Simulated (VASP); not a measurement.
A run of VASP 6.6.1 is set up as follows.

Contents of INCAR:

```
SYSTEM = Ag2As
ALGO = Normal
EDIFF = 1E-6
EDIFFG = -0.04
ENCUT = 600
GGA = PE
IBRION = 2
ISIF = 3
ISMEAR = 0
LASPH = .True.
LCHARG = .False.
LREAL = .False.
LWAVE = .False.
NELM = 100
NSW = 90
PREC = Accurate
SIGMA = 0.1
```

KPOINTS

```
k-points
0
Gamma
  6 6 6
  0 0 0
```

The input POSCAR:

```
Ag2As
1.0
    4.6747994443      0.0000000000      0.0000000000
   -2.3373997221      4.0484950763      0.0000000000
    0.0000000000      0.0000000000      3.0532975217
Ag As
2 1
Direct
    0.3333333333      0.6666666667      0.5000000000
    0.6666666667      0.3333333333      0.5000000000
    0.0000000000      0.0000000000      0.0000000000
```

Potentials or basis: VASP PAW PBE potentials, release 64 (Ag, As).

Launch:

```sh
$ cat potpaw_PBE.64/Ag/POTCAR potpaw_PBE.64/As/POTCAR > POTCAR
$ mpirun -np 1 vasp_std > vasp.out
```

Task: Estimate the relaxed volume.

Result: 18.82 Å³/atom.

Task: Estimate the space group after relaxing (to 0.1 Å).

Result: P6/mmm (No. 191).

Task: What does it give for the band gap on the k mesh?

Result: Zero (an odd number of electrons rules out a gap without spin polarisation).

Task: Predict the relaxed cell.

Result: a = 4.831 Å, b = 4.831 Å, c = 2.793 Å, α = 90.00°, β = 90.00°, γ = 120.00°.

Final structure:
```
Ag As
1.0
     4.83109    0.00000    0.00000
    -2.41554    4.18384    0.00000
     0.00000    0.00000    2.79261
Ag As
2 1
Direct
  0.33333 0.66667 0.50000
  0.66667 0.33333 0.50000
  0.00000 0.00000 0.00000
```
